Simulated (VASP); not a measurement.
Crystal: ScSi2.

```
Si Sc
1.0
     3.62082    0.00000    0.00000
    -1.81041    3.13572    0.00000
     0.00000    0.00000    3.82314
Si Sc
2 1
Cartesian
  -0.0002 2.0906 1.9116
  1.8102 1.0451 1.9116
  0.0000 0.0000 0.0000
```

Base run:

| Item | Value |
| --- | --- |
| Program | VASP 6.6.1 |
| Functional | revPBE |
| Potentials or basis | VASP PAW PBE potentials, release 64 (Si, Sc_sv) |
| Cutoff | 500 eV |
| k mesh | 6 × 6 × 5 |
| Occupations | fermi-dirac, width 0.1 eV |
| Spin | no spin polarisation |

Its results: pressure 34.4 GPa; largest force 0.006 eV/Å.

Q: The run is repeated on the same cell with these changes: functional from revPBE to PBE. What comes out?

A: Pressure 32.2 GPa; largest force 0.006 eV/Å.

PBE binds more tightly than revPBE, so the same cell stands under less pressure.

Caveats: the PAW data sets were made with another functional, which shifts forces and pressure a little (some runs).
